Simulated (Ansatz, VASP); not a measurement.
BaS: VASP beside Ansatz

```
Ba S
1.0
     0.00000    3.23412    3.23412
     3.23412    0.00000    3.23412
     3.23412    3.23412    0.00000
Ba S
1 1
Direct
  0.00000 0.00000 0.00000
  0.50000 0.50000 0.50000
```

Alike in both runs: functional r2SCAN; k mesh 8 × 8 × 8; occupations fermi-dirac, width 0.02 eV; no spin polarisation.

Ansatz relaxed the structure, and its values are those at the end. VASP's run is a single point on that final structure, the one shown.

|  | VASP | Ansatz |
| --- | --- | --- |
| version | VASP 6.6.1 | Ansatz 0.2.0 |
| potentials or method | VASP PAW PBE potentials, release 64 (Ba_sv, S), cutoff 520 eV | PAW plane waves |
| valence electrons in the cell | 16 | 16 |

```tsv
	VASP	Ansatz	Ansatz less VASP
gap on the k mesh at the Fermi level (eV)	2.52	2.61	+0.083
pressure (GPa)	-0.3	-0.9	-0.51
```

VASP's potentials were made for PBE, not for r2SCAN. Ansatz's warnings: stress scf threshold loose.

Neither program's run includes spin-orbit coupling.
